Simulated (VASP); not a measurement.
# Rb (Im-3m) in VASP: settings compared, part 2 of 3

VASP 6.6.1.

## Step 3: Relaxation of cell and atoms, revPBE+D3(BJ)

The input, INCAR:

```
ALGO = Normal ; EDIFF = 1E-7
EDIFFG = -0.01 ; ENCUT = 600
GGA = RE ; IBRION = 2
ISIF = 3 ; ISMEAR = -1
IVDW = 12 ; LASPH = T
LCHARG = F ; LREAL = F
LWAVE = F ; NELM = 100
NSW = 60 ; PREC = Accurate
SIGMA = 0.05
```

The input, KPOINTS:

```
k-points
0
Gamma
  7 7 7
```

The input, POSCAR:

```
Rb
1.0
   -2.8025000000      2.8025000000      2.8025000000
    2.8025000000     -2.8025000000      2.8025000000
    2.8025000000      2.8025000000     -2.8025000000
Rb
1
Direct
    0.0000000000      0.0000000000      0.0000000000
```

Potentials or basis: VASP PAW PBE potentials, release 64 (Rb_sv).

Launch:

```sh
> cat potpaw_PBE.64/Rb_sv/POTCAR > POTCAR
> mpirun -np 1 vasp_std > vasp.out
```

OUTCAR:

```text
EDIFF = 1E-7
   EDIFFG = -0.01
   ENCUT = 600
   GGA = RE
   IBRION = 2
   ISIF = 3
   ISMEAR = -1
   IVDW = 12
   LASPH = T
   LREAL = F
   NELM = 100
   NSW = 60
   PREC = Accurate
 IVDW          = 12

 ion  position               nearest neighbor table
   1  0.000  0.000  0.000-

  LATTYP: Found a body centered cubic cell.
 ALAT       =     5.6050000000

  Lattice vectors:

 A1 = (  -2.8025000000,   2.8025000000,   2.8025000000)
 A2 = (   2.8025000000,  -2.8025000000,   2.8025000000)
 A3 = (   2.8025000000,   2.8025000000,  -2.8025000000)

Analysis of symmetry for initial positions (statically):
=====================================================================
 Subroutine PRICEL returns:
 Original cell was already a primitive cell.

 Routine SETGRP: Setting up the symmetry group for a
 body centered cubic supercell.

 Subroutine GETGRP returns: Found 48 space group operations
 (whereof 48 operations were pure point group operations)
 out of a pool of 48 trial point group operations.

The static configuration has the point symmetry O_h .

Analysis of symmetry for dynamics (positions and initial velocities):
=====================================================================
 Subroutine PRICEL returns:
 Original cell was already a primitive cell.

 Routine SETGRP: Setting up the symmetry group for a
 body centered cubic supercell.

 Subroutine GETGRP returns: Found 48 space group operations
 (whereof 48 operations were pure point group operations)
 out of a pool of 48 trial point group operations.

The dynamic configuration has the point symmetry O_h .

 Subroutine INISYM returns: Found 48 space group operations
 (whereof 48 operations are pure point group operations),
 and found     1 'primitive' translations

----------------------------------------------------------------------------------------

                                     Primitive cell

  volume of cell :      88.0434

  direct lattice vectors                    reciprocal lattice vectors
    -2.802500000  2.802500000  2.802500000     0.000000000  0.178412132  0.178412132
     2.802500000 -2.802500000  2.802500000     0.178412132  0.000000000  0.178412132
     2.802500000  2.802500000 -2.802500000     0.178412132  0.178412132  0.000000000

  length of vectors
     4.854072388  4.854072388  4.854072388     0.252312857  0.252312857  0.252312857

  position of ions in fractional coordinates (direct lattice)
     0.000000000  0.000000000  0.000000000

  ion indices of the primitive-cell ions
   primitive index   ion index
                 1           1

----------------------------------------------------------------------------------------

 KPOINTS: k-points

Automatic generation of k-mesh.
 Grid dimensions read from file:
 generate k-points for:    7    7    7

 Generating k-lattice:

  Cartesian coordinates                     Fractional coordinates (reciprocal lattice)
     0.000000000  0.025487447  0.025487447     0.142857143  0.000000000  0.000000000
     0.025487447  0.000000000  0.025487447     0.000000000  0.142857143  0.000000000
     0.025487447  0.025487447  0.000000000     0.000000000  0.000000000  0.142857143

  Length of vectors
     0.036044694  0.036044694  0.036044694

  Shift w.r.t. Gamma in fractional coordinates (k-lattice)
     0.000000000  0.000000000  0.000000000

 Subroutine IBZKPT returns following result:
 ===========================================

 Found     20 irreducible k-points:

 Following reciprocal coordinates:
            Coordinates               Weight
  0.000000  0.000000  0.000000      1.000000
  0.142857  0.000000  0.000000     12.000000
  0.285714  0.000000  0.000000     12.000000
  0.428571  0.000000  0.000000     12.000000
  0.142857  0.142857  0.000000     24.000000
  0.285714  0.142857  0.000000     48.000000
[... 12 lines left out ...]
 -0.428571 -0.428571  0.285714      8.000000
 -0.428571  0.428571  0.428571      6.000000
   k-points           NKPTS =     20   k-points in BZ     NKDIM =     20   number of bands    NBANDS=      8
   number of dos      NEDOS =    301   number of ions     NIONS =      1
   total plane-waves  NPLWV =  64000
   dimension x,y,z NGX =    40 NGY =   40 NGZ =   40
   dimension x,y,z NGXF=    80 NGYF=   80 NGZF=   80
   ions per type =               1
   NGX,Y,Z   is equivalent  to a cutoff of  13.70, 13.70, 13.70 a.u.
   NGXF,Y,Z  is equivalent  to a cutoff of  27.40, 27.40, 27.40 a.u.
 SYSTEM =  unknown system
   PREC   = accura    normal or accurate (medium, high low for compatibility)
   ISTART =      0    job   : 0-new  1-cont  2-samecut
   ICHARG =      2    charge: 1-file 2-atom 10-const
   ISPIN  =      1    spin polarized calculation?
   LNONCOLLINEAR =      F non collinear calculations
   LSORBIT =      F    spin-orbit coupling
   LASPH  =      T    aspherical Exc in radial PAW
   ENCUT  =  600.0 eV  44.10 Ry    6.64 a.u.   9.69  9.69  9.69*2*pi/ulx,y,z
   NELM   =    100;   NELMIN=  2; NELMDL= -5     # of ELM steps
   EDIFF  = 0.1E-06   stopping-criterion for ELM
   LREAL  =      F    real-space projection
   EDIFFG = -.1E-01   stopping-criterion for IOM
   NSW    =     60    number of steps for IOM
   IBRION =      2    ionic relax: 0-MD 1-quasi-New 2-CG
   NFREE  =      1    steps in history (QN), initial steepest desc. (CG)
   ISIF   =      3    stress and relaxation
   ISYM   =      2    0-nonsym 1-usesym 2-fastsym
   POTIM  = 0.5000    time-step for ionic-motion
   TEBEG  =    0.0;   TEEND  =   0.0 temperature during run
   PSTRESS=    0.0 pullay stress
   NELECT =       9.0000    total number of electrons
   NUPDOWN=      -1.0000    fix difference up-down
   EMIN   =  10.00;   EMAX   =-10.00  energy-range for DOS
   EFERMI =   0.00;   METHOD = LEGACY
   ISMEAR =    -1;   SIGMA  =   0.05  broadening in eV -4-tet -1-fermi 0-gaus
   EFERMI_NEDOS =   21; number of points for ismear=-14 and -15
   IALGO  =     38    algorithm
   IMIX   =      4    mixing-type and parameters
     AMIX     =   0.40;   BMIX     =  1.00
     AMIX_MAG =   1.60;   BMIX_MAG =  1.00
  volume/ion in A,a.u.               =      88.04       594.15
  Fermi-wavevector in a.u.,A,eV,Ry     =   0.765462  1.446513  7.972081  0.585931
  Thomas-Fermi vector in A             =   1.865587
   LORBIT       =      0    0 simple, 1 ext, 2 COOP (PROOUT), +10 PAW based schemes
   GGA     = RE    functional components
   LHFCALC =     F    Hartree Fock is set to
   AEXX    =    0.0000 exact exchange contribution
   IVDW    =    12    specifies the selected vdW correction
   LEPSILON=     F    determine dielectric tensor
   LRPA    =     F    only Hartree local field effects (RPA)
 conjugate gradient relaxation of ions
 non-spin polarized calculation
  energy-cutoff  :      600.00
  volume of cell :       88.04
 maximum number of plane-waves:      2954
   NGX = 19   NGY = 19   NGZ = 19

--------------------------------------- Ionic step        1  -------------------------------------------

 number of electron       9.0000000 magnetization

 Free energy of the ion-electron system (eV)
  ---------------------------------------------------
  ext. energy  EPLUGINS =         0.00000000
  ---------------------------------------------------
  free energy    TOTEN  =        -0.82879411 eV

  energy without entropy =       -0.82093176  energy(sigma->0) =       -0.82486293

------------------------ aborting loop because EDIFF is reached ----------------------------------------

 Edisp (eV)   -0.17465

 E8    (eV) :    -0.1364

  FORCE on cell =-STRESS in cart. coord.  units (eV):
  Direction    XX          YY          ZZ          XY          YZ          ZX
  --------------------------------------------------------------------------------------
  -------------------------------------------------------------------------------------
  Total       0.02827     0.02827     0.02827    -0.00000    -0.00000     0.00000
  in kB       0.51453     0.51453     0.51453    -0.00000    -0.00000     0.00000
  external pressure =        0.51 kB  Pullay stress =        0.00 kB
[... 59 lines left out ...]
  energy  without entropy=       -0.9956742121  energy(sigma->0) =       -0.99961037

--------------------------------------- Ionic step        3  -------------------------------------------

 number of electron       9.0000000 magnetization

 Free energy of the ion-electron system (eV)
  ---------------------------------------------------
  ext. energy  EPLUGINS =         0.00000000
  ---------------------------------------------------
  free energy    TOTEN  =        -0.83148808 eV

  energy without entropy =       -0.82358798  energy(sigma->0) =       -0.82753803

 E-fermi :   0.1583     XC(G=0):  -5.3925

 val. band max:        0.1075598062   @ k =  -0.2857   0.4286   0.1429
 cond. band min:       0.2673020479   @ k =  -0.4286   0.4286   0.1429
 fundamental gap:      0.1597422417
 Fermi energy:         0.1582612355

 k-point     1 :       0.0000    0.0000    0.0000
  band No.  band energies     occupation
      1     -28.7798      2.00000
      2     -12.8272      2.00000
      3     -12.8272      2.00000
      4     -12.8272      2.00000
      5      -1.8215      2.00000
      6       3.9047      0.00000
      7       3.9047      0.00000
      8       3.9047      0.00000
[... 239 lines left out ...]
  FREE ENERGIE OF THE ION-ELECTRON SYSTEM (eV)
  ---------------------------------------------------
  free  energy   TOTEN  =        -1.0036780172 eV

  energy  without entropy=       -0.9957779250  energy(sigma->0) =       -0.99972797

 reached required accuracy - stopping structural energy minimisation
```

Run time: 71 s. Hardware: 1 thread of Intel Xeon Platinum 8375C at 2.90GHz (Ice Lake), shared host; peak memory 0.25 GiB.

What came out:

```
Free energy                           : -1.0037 eV
Relaxed volume                        : 89.40 Å³/atom
Relaxed cell                          : a = 4.879 Å, b = 4.879 Å, c = 4.879 Å, α = 109.47°, β = 109.47°, γ = 109.47°
Space group after relaxing (to 0.1 Å) : Im-3m (No. 229)
Energy gained by relaxing             : 0.2 meV/atom
Ionic steps                           : 3
Pressure after relaxing               : 0.0 GPa
Band gap on the k mesh                : zero (an odd number of electrons rules out a gap without spin polarisation)
Dispersion energy per atom            : -0.172 eV
```

The path:
| step | energy change (eV) | largest force (eV/Å) | pressure (GPa) | volume (Å³) |
| --- | --- | --- | --- | --- |
| 1 | 0.0000 | 0.0000 | 0.05 | 88.04 |
| 2 | -0.0001 | 0.0000 | 0.04 | 88.40 |
| 3 | -0.0002 | 0.0000 | 0.00 | 89.40 |

Final structure:
```cif
data_structure
_symmetry_space_group_name_H-M 'P 1'
_symmetry_Int_Tables_number 1
_cell_length_a 4.8788
_cell_length_b 4.8788
_cell_length_c 4.8788
_cell_angle_alpha 109.471
_cell_angle_beta 109.471
_cell_angle_gamma 109.471
_cell_volume 89.40
loop_
_atom_site_label
_atom_site_type_symbol
_atom_site_fract_x
_atom_site_fract_y
_atom_site_fract_z
_atom_site_occupancy
Rb1 Rb 0.00000 0.00000 0.00000 1
```

Caveat: the PAW data sets were made with another functional, which shifts forces and pressure a little. Zero-point motion and thermal expansion aren't in these numbers.

## Step 4: Relaxation of cell and atoms, revPBE+D4

The input, INCAR:

```
PREC     = Accurate       # precision mode
ENCUT    = 600            # plane-wave cutoff, eV
EDIFF    = 1E-7           # SCF threshold, eV
ISMEAR   = -1             # smearing method
SIGMA    = 0.05           # smearing width, eV
LREAL    = F              # projectors in reciprocal space
LASPH    = T              # aspherical terms in the spheres
NELM     = 100            # most SCF steps
ALGO     = Normal         # electronic algorithm
ISIF     = 3              # what is computed and relaxed
LWAVE    = F              # write WAVECAR
LCHARG   = F              # write CHGCAR
GGA      = RE             # functional
IVDW     = 13             # dispersion correction
IBRION   = 2              # ionic algorithm
NSW      = 60             # ionic steps
EDIFFG   = -0.01          # ionic threshold
```

The input, KPOINTS:

```
regular mesh
0
Gamma
  7 7 7
```

POSCAR is that of step 3.

Potentials or basis: VASP PAW PBE potentials, release 64 (Rb_sv).

Launch:

```sh
> cat potpaw_PBE.64/Rb_sv/POTCAR > POTCAR
> mpirun -np 1 vasp_std > vasp.out
```

OUTCAR:

```text
PREC = Accurate
   ENCUT = 600
   EDIFF = 1E-7
   ISMEAR = -1
   LREAL = F
   LASPH = T
   NELM = 100
   ISIF = 3
   GGA = RE
   IVDW = 13
   IBRION = 2
   NSW = 60
   EDIFFG = -0.01

 ion  position               nearest neighbor table
   1  0.000  0.000  0.000-

  LATTYP: Found a body centered cubic cell.
 ALAT       =     5.6050000000

  Lattice vectors:

 A1 = (  -2.8025000000,   2.8025000000,   2.8025000000)
 A2 = (   2.8025000000,  -2.8025000000,   2.8025000000)
 A3 = (   2.8025000000,   2.8025000000,  -2.8025000000)

Analysis of symmetry for initial positions (statically):
=====================================================================
 Subroutine PRICEL returns:
 Original cell was already a primitive cell.

 Routine SETGRP: Setting up the symmetry group for a
 body centered cubic supercell.

 Subroutine GETGRP returns: Found 48 space group operations
 (whereof 48 operations were pure point group operations)
 out of a pool of 48 trial point group operations.

The static configuration has the point symmetry O_h .

Analysis of symmetry for dynamics (positions and initial velocities):
=====================================================================
 Subroutine PRICEL returns:
 Original cell was already a primitive cell.

 Routine SETGRP: Setting up the symmetry group for a
 body centered cubic supercell.

 Subroutine GETGRP returns: Found 48 space group operations
 (whereof 48 operations were pure point group operations)
 out of a pool of 48 trial point group operations.

The dynamic configuration has the point symmetry O_h .

 Subroutine INISYM returns: Found 48 space group operations
 (whereof 48 operations are pure point group operations),
 and found     1 'primitive' translations

----------------------------------------------------------------------------------------

                                     Primitive cell

  volume of cell :      88.0434

[... 77 lines left out ...]
   LSORBIT =      F    spin-orbit coupling
   LASPH  =      T    aspherical Exc in radial PAW
   ENCUT  =  600.0 eV  44.10 Ry    6.64 a.u.   9.69  9.69  9.69*2*pi/ulx,y,z
   NELM   =    100;   NELMIN=  2; NELMDL= -5     # of ELM steps
   EDIFF  = 0.1E-06   stopping-criterion for ELM
   LREAL  =      F    real-space projection
   EDIFFG = -.1E-01   stopping-criterion for IOM
   NSW    =     60    number of steps for IOM
   IBRION =      2    ionic relax: 0-MD 1-quasi-New 2-CG
   NFREE  =      1    steps in history (QN), initial steepest desc. (CG)
   ISIF   =      3    stress and relaxation
   ISYM   =      2    0-nonsym 1-usesym 2-fastsym
   POTIM  = 0.5000    time-step for ionic-motion
   TEBEG  =    0.0;   TEEND  =   0.0 temperature during run
   PSTRESS=    0.0 pullay stress
   NELECT =       9.0000    total number of electrons
   NUPDOWN=      -1.0000    fix difference up-down
   EMIN   =  10.00;   EMAX   =-10.00  energy-range for DOS
   EFERMI =   0.00;   METHOD = LEGACY
   ISMEAR =    -1;   SIGMA  =   0.05  broadening in eV -4-tet -1-fermi 0-gaus
   EFERMI_NEDOS =   21; number of points for ismear=-14 and -15
   IALGO  =     38    algorithm
   IMIX   =      4    mixing-type and parameters
     AMIX     =   0.40;   BMIX     =  1.00
     AMIX_MAG =   1.60;   BMIX_MAG =  1.00
  volume/ion in A,a.u.               =      88.04       594.15
  Fermi-wavevector in a.u.,A,eV,Ry     =   0.765462  1.446513  7.972081  0.585931
  Thomas-Fermi vector in A             =   1.865587
   LORBIT       =      0    0 simple, 1 ext, 2 COOP (PROOUT), +10 PAW based schemes
   GGA     = RE    functional components
   LHFCALC =     F    Hartree Fock is set to
   AEXX    =    0.0000 exact exchange contribution
   IVDW    =    13    specifies the selected vdW correction
   LEPSILON=     F    determine dielectric tensor
   LRPA    =     F    only Hartree local field effects (RPA)
 conjugate gradient relaxation of ions
 non-spin polarized calculation
  energy-cutoff  :      600.00
  volume of cell :       88.04
 maximum number of plane-waves:      2954
   NGX = 19   NGY = 19   NGZ = 19

--------------------------------------- Ionic step        1  -------------------------------------------

 number of electron       9.0000000 magnetization

 Free energy of the ion-electron system (eV)
  ---------------------------------------------------
  ext. energy  EPLUGINS =         0.00000000
  ---------------------------------------------------
  free energy    TOTEN  =        -0.82879411 eV

  energy without entropy =       -0.82093176  energy(sigma->0) =       -0.82486293

------------------------ aborting loop because EDIFF is reached ----------------------------------------

  DFT-D4 for vdW energy calculation

  Edisp (eV):   -0.08724
[... 69 lines left out ...]
--------------------------------------- Ionic step        3  -------------------------------------------

 number of electron       9.0000000 magnetization

 Free energy of the ion-electron system (eV)
  ---------------------------------------------------
  ext. energy  EPLUGINS =         0.00000000
  ---------------------------------------------------
  free energy    TOTEN  =        -0.83727636 eV

  energy without entropy =       -0.82925113  energy(sigma->0) =       -0.83326374

 E-fermi :   0.0526     XC(G=0):  -5.2824

 val. band max:        0.0011695802   @ k =  -0.2857   0.4286   0.1429
 cond. band min:       0.1601741890   @ k =  -0.4286   0.4286   0.1429
 fundamental gap:      0.1590046088
 Fermi energy:         0.0526464413

 k-point     1 :       0.0000    0.0000    0.0000
  band No.  band energies     occupation
      1     -28.9099      2.00000
      2     -12.9618      2.00000
      3     -12.9618      2.00000
      4     -12.9618      2.00000
      5      -1.8656      2.00000
      6       3.7552      0.00000
      7       3.7552      0.00000
      8       3.7552      0.00000
[... 239 lines left out ...]
  FREE ENERGIE OF THE ION-ELECTRON SYSTEM (eV)
  ---------------------------------------------------
  free  energy   TOTEN  =        -0.9196165241 eV

  energy  without entropy=       -0.9115912914  energy(sigma->0) =       -0.91560391

 reached required accuracy - stopping structural energy minimisation
```

OSZICAR:

```text
N       E                     dE             d eps       ncg     rms          rms(c)
DAV:   1     0.497444347037E+02    0.49744E+02   -0.36448E+03   320   0.921E+02
DAV:   2     0.191285976231E+01   -0.47832E+02   -0.47211E+02   368   0.145E+02
DAV:   3    -0.705951213012E+00   -0.26188E+01   -0.26104E+01   432   0.402E+01
[... 24 lines left out ...]
DAV:   5    -0.837266464590E+00   -0.49446E-03   -0.44662E-04   608   0.267E-01    0.638E-02
DAV:   6    -0.837266595266E+00   -0.13068E-06   -0.10886E-04   536   0.938E-02    0.122E-02
DAV:   7    -0.837276614320E+00   -0.10019E-04   -0.69664E-06   544   0.334E-02    0.219E-03
DAV:   8    -0.837276397512E+00    0.21681E-06   -0.20468E-07   376   0.369E-03    0.474E-04
DAV:   9    -0.837276358755E+00    0.38757E-07   -0.14371E-08   216   0.113E-03
   3 F= -.91961652E+00 E0= -.91560391E+00  d E =-.357936E-02
```

CONTCAR:

```text
Rb
   1.00000000000000
    -2.8610513039252936    2.8610513039252936    2.8610513039252936
     2.8610513039252936   -2.8610513039252936    2.8610513039252936
     2.8610513039252936    2.8610513039252936   -2.8610513039252936
  Rb
     1
Direct
     0.0000000000000000    0.0000000000000000    0.0000000000000000

  0.00000000E+00  0.00000000E+00  0.00000000E+00
```

It took 73 s on 1 thread of Intel Xeon Platinum 8375C at 2.90GHz (Ice Lake), shared host; peak memory 0.24 GiB.

Results:

| Property | Result |
| --- | --- |
| Free energy | -0.9196 eV |
| Relaxed volume | 93.68 Å³/atom |
| Relaxed cell | a = 4.955 Å, b = 4.955 Å, c = 4.955 Å, α = 109.47°, β = 109.47°, γ = 109.47° |
| Space group after relaxing (to 0.1 Å) | Im-3m (No. 229) |
| Energy gained by relaxing | 3.6 meV/atom |
| Ionic steps | 3 |
| Pressure after relaxing | 0.0 GPa |
| Band gap on the k mesh | zero (an odd number of electrons rules out a gap without spin polarisation) |
| Dispersion energy per atom | -0.082 eV |

Step by step:
```csv
step,energy change (eV),largest force (eV/Å),pressure (GPa),volume (Å³)
1,0.0000,0.0000,0.20,88.04
2,-0.0015,0.0000,0.15,89.45
3,-0.0036,0.0000,0.01,93.68
```

Final structure:
```cif
data_structure
_symmetry_space_group_name_H-M 'P 1'
_symmetry_Int_Tables_number 1
_cell_length_a 4.9555
_cell_length_b 4.9555
_cell_length_c 4.9555
_cell_angle_alpha 109.471
_cell_angle_beta 109.471
_cell_angle_gamma 109.471
_cell_volume 93.68
loop_
_atom_site_label
_atom_site_type_symbol
_atom_site_fract_x
_atom_site_fract_y
_atom_site_fract_z
_atom_site_occupancy
Rb1 Rb 0.00000 0.00000 0.00000 1
```

Caveat: the PAW data sets were made with another functional, which shifts forces and pressure a little.

(Continued in part 3 of 3.)
